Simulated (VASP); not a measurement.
# H8SO6 in VASP: a series of runs, part 2 of 2

VASP 6.6.1. The steps go on from the part before.

## (3) Single point, PBE+D3(BJ)

INCAR reads:

```
PREC     = Accurate       # precision mode
ENCUT    = 520            # plane-wave cutoff, eV
EDIFF    = 1E-6           # SCF threshold, eV
ISMEAR   = -1             # smearing method
SIGMA    = 0.02           # smearing width, eV
LREAL    = False          # projectors in reciprocal space
LASPH    = True           # aspherical terms in the spheres
NELM     = 120            # most SCF steps
ALGO     = Normal         # electronic algorithm
ISIF     = 2              # what is computed and relaxed
LWAVE    = False          # write WAVECAR
LCHARG   = True           # write CHGCAR
GGA      = PE             # functional
IVDW     = 12             # dispersion correction
LELF     = True           # ELF
LVHAR    = True         
NBANDS   = 38             # bands
GGA_COMPAT= False
```

KPOINTS reads:

```
Automatic mesh
0
Gamma
  1 1 1
```

POSCAR reads:

```
H8SO6
1.0
    6.3180300000      0.0000000000      0.0000000000
    0.0000000000      6.3180300000      0.0000000000
    0.0000000000      0.0000000000      6.3180300000
O H S
6 8 1
Direct
    0.7086386105      1.0269498562      0.9844999153
    0.6587496419      0.7694803602      0.6806235488
    0.6621684291      0.5727576476      0.3097959332
    0.2385237170      0.4427804236      0.4300865934
   -0.0474514999     -0.0770335057      1.3673724246
    0.1920060525      0.1325887975      1.1279940108
    0.5649704101      1.0072126913      1.0403559337
    0.7236591153      0.8818255057      0.8976532242
    0.7515950383      0.8564378453      0.5718712953
    0.7382364440      0.6189429300      0.6611079719
    0.8004868606      0.6283287670      0.2909926037
    0.7003607137      0.4288995146      0.2305782024
    0.1949500082      0.2852629696      0.4210014831
    0.3367347100      0.4567088159      0.3115053268
   -0.0086577620      0.1137696402      1.2403708118
```

Potentials or basis: VASP PAW PBE potentials, release 64 (O, H, S).

Started as:

```console
cat potpaw_PBE.64/O/POTCAR potpaw_PBE.64/H/POTCAR potpaw_PBE.64/S/POTCAR > POTCAR
mpirun -np 1 vasp_gam > vasp.out
```

OUTCAR:

```text
PREC = Accurate
   ENCUT = 520
   EDIFF = 1E-6
   ISMEAR = -1
   LREAL = False
   LASPH = True
   NELM = 120
   ISIF = 2
   GGA = PE
   IVDW = 12
 IVDW          = 12

 ion  position               nearest neighbor table
   1  0.709  0.027  0.984-   7 0.98   8 1.07
   2  0.659  0.769  0.681-   9 1.06  10 1.08
   3  0.662  0.573  0.310-  11 0.95  12 1.07
   4  0.239  0.443  0.430-  14 0.98  13 1.03
   5  0.953  0.923  0.367-  15 1.47
   6  0.192  0.133  0.128-  15 1.46
   7  0.565  0.007  0.040-   1 0.98
   8  0.724  0.882  0.898-   1 1.07
[... 257 lines left out ...]
  energy-cutoff  :      520.00
  volume of cell :      252.20
      direct lattice vectors                 reciprocal lattice vectors
     6.318030000  0.000000000  0.000000000     0.158277185  0.000000000  0.000000000
     0.000000000  6.318030000  0.000000000     0.000000000  0.158277185  0.000000000
     0.000000000  0.000000000  6.318030000     0.000000000  0.000000000  0.158277185

 POSITION                                       TOTAL-FORCE (eV/Angst)
 -----------------------------------------------------------------------------------
      4.47720      0.17027      6.22010         0.158011     -1.300323     -0.384049
      4.16200      4.86160      4.30020         3.505663     -1.722666     -1.463186
      4.18360      3.61870      1.95730         0.139897     -3.916649     -2.060853
      1.50700      2.79750      2.71730        -0.819378     -2.027633      0.244590
      6.01823      5.83133      2.32107         0.471891      0.307984     -0.100411
      1.21310      0.83770      0.80867        -0.237183     -0.770050     -0.273712
      3.56950      0.04557      0.25497         0.145355      0.260157      0.191973
      4.57210      5.57140      5.67140        -0.250991      1.592579      0.142823
      4.74860      5.41100      3.61310        -1.516748     -1.220707      1.623118
      4.66420      3.91050      4.17690        -1.927437      2.859072      0.270724
      5.05750      3.96980      1.83850         1.308895      1.312867      0.092443
      4.42490      2.70980      1.45680        -1.198299      2.239879      1.394253
      1.23170      1.80230      2.65990         1.163925      2.644603      0.606162
      2.12750      2.88550      1.96810        -0.010272      0.150926      0.158699
      6.26333      0.71880      1.51867        -0.933330     -0.410039     -0.442573
 -----------------------------------------------------------------------------------
    total drift:                               -0.001131     -0.000389      0.000892

  FREE ENERGIE OF THE ION-ELECTRON SYSTEM (eV)
  ---------------------------------------------------
  free  energy   TOTEN  =       -74.0472806038 eV

  energy  without entropy=      -74.0472806038  energy(sigma->0) =      -74.04728060
```

stdout:

```text
POSCAR found type information on POSCAR O H S
 POSCAR found :  3 types and      15 ions
 scaLAPACK will be used
 LDA part: xc-table for (Slater+PW92), standard interpolation
 POSCAR, INCAR and KPOINTS ok, starting setup
 FFT: planning ... GRIDC
 FFT: planning ... GRID_SOFT
 FFT: planning ... GRID
 WAVECAR not read
 entering main loop
```

It took 14 s on 1 thread of Intel Xeon 6975P-C (Granite Rapids), shared host; peak memory 0.3 GiB.

What came out:

```
Free energy                : -74.0473 eV
Pressure                   : -2.1 GPa
Largest force              : 4.428 eV/Å
Dispersion energy per atom : -0.032 eV
```

Forces in eV/Å, atoms in the order of the input:
```
O    0.158 -1.300 -0.384
O    3.506 -1.723 -1.463
O    0.140 -3.917 -2.061
O   -0.819 -2.028  0.245
O    0.472  0.308 -0.100
O   -0.237 -0.770 -0.274
H    0.145  0.260  0.192
H   -0.251  1.593  0.143
H   -1.517 -1.221  1.623
H   -1.927  2.859  0.271
H    1.309  1.313  0.092
H   -1.198  2.240  1.394
H    1.164  2.645  0.606
H   -0.010  0.151  0.159
S   -0.933 -0.410 -0.443
```

Stress tensor (GPa, compression positive):
```
-1.64  1.13  1.22
 1.13 -4.61  0.58
 1.22  0.58 -0.16
```

Caveat: the k points lie up to 0.99 Å⁻¹ apart.

## (4) Single point, PBE+D3(BJ)

INCAR reads:

```
SYSTEM = H8SO6
ALGO = Normal ; EDIFF = 1E-6
ENCUT = 520 ; GGA = PE
GGA_COMPAT = .FALSE. ; ISIF = 2
ISMEAR = -1 ; IVDW = 12
LASPH = .TRUE. ; LCHARG = .FALSE.
LREAL = .FALSE. ; LWAVE = .FALSE.
NBANDS = 38 ; NELM = 120
PREC = Accurate ; SIGMA = 0.02
```

KPOINTS reads:

```
k-points
0
G
  1 1 1
  0 0 0
```

POSCAR reads:

```
H8SO6
1.0
    6.3180300000      0.0000000000      0.0000000000
    0.0000000000      6.3180300000      0.0000000000
    0.0000000000      0.0000000000      6.3180300000
O H S
6 8 1
Direct
    0.7566757359      1.0873167744      1.0008974316
    0.6694808350      0.8084007198      0.6989837022
    0.6389649938      0.5521974413      0.2948387393
    0.2706539855      0.4356104672      0.4691177471
   -0.0914525572     -0.0737413403      1.4143807484
    0.1753711204      0.0398067119      1.1507226145
    0.6063124107      1.0943442814      0.9558517449
    0.8161246464      1.0094918828      0.8662826862
    0.6365433529      0.8605213967      0.5708899768
    0.5618206941      0.7514209334      0.7850231797
    0.6094146435      0.7015952757      0.2996820211
    0.7692745998      0.5351509885      0.2181692711
    0.1940320005      0.5598580570      0.5065819567
    0.3500141658      0.4312736723      0.3237084977
   -0.0130736954      0.1056025375      1.2795127595
```

Started as:

```console
cat potpaw_PBE.64/O/POTCAR potpaw_PBE.64/H/POTCAR potpaw_PBE.64/S/POTCAR > POTCAR
mpirun -np 1 vasp_gam > vasp.out
```

Run time: 13 s. Hardware: 1 thread of Intel Xeon 6975P-C (Granite Rapids), shared host; peak memory 0.3 GiB.

It converged, with:

```
Free energy                : -74.2356 eV
Pressure                   : -0.7 GPa
Largest force              : 5.189 eV/Å
Dispersion energy per atom : -0.032 eV
```

Forces on the atoms (eV/Å):
```
O   -0.065 -0.813 -2.613
O    2.789 -1.089  4.237
O   -0.519 -0.755 -0.200
O    1.260 -2.144 -1.613
O    0.591  1.765 -1.189
O   -1.485  0.904  1.002
H    0.486  0.184  0.661
H   -0.791  0.719  1.854
H   -1.477  1.440 -3.865
H   -1.460 -0.504  0.155
H    0.198  0.396 -0.153
H    0.454  0.154 -0.281
H   -0.352  1.049 -0.652
H   -1.249  1.029  2.541
S    1.619 -2.334  0.117
```

Stress tensor (GPa, compression positive):
```
-1.15  0.70  1.80
 0.70 -0.80 -1.34
 1.80 -1.34 -0.03
```

Levels at points of the mesh, in eV from the Fermi level:
| k point | band 23 | band 24 | band 25 | band 26 | band 27 | band 28 |
| --- | --- | --- | --- | --- | --- | --- |
| (0.00, 0.00, 0.00) | -1.22 | -0.89 | -0.49 | 2.74 | 4.16 | 6.21 |

Caveat: the k points lie up to 0.99 Å⁻¹ apart.

## (5) Single point, PBE+D3(BJ)

INCAR reads:

```
SYSTEM = H8SO6
PREC = Accurate ; ENCUT = 520
EDIFF = 1E-6 ; ISMEAR = -1
SIGMA = 0.02 ; LREAL = .FALSE.
LASPH = .TRUE. ; NELM = 120
ALGO = Normal ; ISIF = 2
LWAVE = .FALSE. ; LCHARG = .TRUE.
GGA = PE ; IVDW = 12
LELF = .TRUE. ; LVHAR = .TRUE.
NBANDS = 38 ; GGA_COMPAT = .FALSE.
```

KPOINTS reads:

```
regular mesh
0
G
  1 1 1
  0 0 0
```

POSCAR reads:

```
H8SO6
1.0
    6.3180300000      0.0000000000      0.0000000000
    0.0000000000      6.3180300000      0.0000000000
    0.0000000000      0.0000000000      6.3180300000
O H S
6 8 1
Direct
    0.6749255702      1.1665186775      1.0151740337
    0.4709854179      0.8744814444      0.6853718643
    0.7290088841      0.5244672786      0.2834427820
    0.3305460721      0.3493177462      0.5165217639
   -0.1014240198     -0.0276035410      1.4002624236
    0.2067574861     -0.0255775930      1.1492506367
    0.5572148280      1.2108837723      1.0935054123
    0.6056793019      1.1692727005      0.8867320985
    0.6039224252      0.8327120954      0.7496640567
    0.3968958679      0.7634183440      0.7201611895
    0.8138929381      0.4021348427      0.2897263862
    0.7871599217      0.6790566047      0.3067728390
    0.2576119455      0.4568829208      0.4381587299
    0.4803079441      0.3321763271      0.4437142590
    0.0425449072      0.1026427541      1.2563568074
```

Started as:

```console
cat potpaw_PBE.64/O/POTCAR potpaw_PBE.64/H/POTCAR potpaw_PBE.64/S/POTCAR > POTCAR
mpirun -np 1 vasp_gam > vasp.out
```

Run time: 15 s. Hardware: 1 thread of Intel Xeon 6975P-C (Granite Rapids), shared host; peak memory 0.3 GiB.

It converged, with:

- Free energy: -73.9316 eV
- Pressure: -0.2 GPa
- Largest force: 7.526 eV/Å
- Dispersion energy per atom: -0.032 eV

Forces in eV/Å, atoms in the order of the input:
```
O    2.197 -0.441  1.270
O    4.130  5.293 -1.517
O   -1.661  3.652  0.175
O    2.417 -1.273 -0.709
O    1.573  1.794 -1.655
O   -1.055  1.205  0.448
H   -1.349  0.581  1.951
H   -0.843 -0.353 -3.474
H    0.552  0.404 -0.102
H   -4.625 -5.720  1.594
H    1.742 -0.297  0.035
H   -0.227 -3.114 -0.060
H    0.035  0.786 -0.478
H   -2.575  0.800  1.154
S   -0.311 -3.317  1.368
```

Stress tensor (GPa, compression positive):
```
-0.69  0.14  1.24
 0.14 -1.08 -0.13
 1.24 -0.13  1.05
```

Levels at points of the mesh, in eV from the Fermi level:
```csv
k point,band 22,band 23,band 24,band 25,band 26,band 27,band 28,band 29
"(0.00, 0.00, 0.00)",-1.32,-1.23,-0.85,-0.54,1.85,4.32,5.51,5.78
```

Caveat: the k points lie up to 0.99 Å⁻¹ apart; the atoms stand as in a frame of molecular dynamics.

## (6) Overview

```tsv
cell	pressure (GPa)	largest force (eV/Å)
as given, atomic positions A	-0.7	3.07
as given, atomic positions B	-2.1	4.43
as given, atomic positions C	-0.7	5.19
as given, atomic positions D	-0.2	7.53
```

Alike in all rows: task single point; level PBE+D3(BJ); potentials or basis VASP PAW PBE potentials, release 64 (O, H, S); no spin polarisation; k mesh 1 × 1 × 1; cutoff (eV) 520; smearing fermi-dirac 0.02 eV.

Caveats: all runs use coarse meshes; the atoms stand as in a frame of molecular dynamics (at least some runs).

Absolute energies hang on the potentials; compare differences alone.
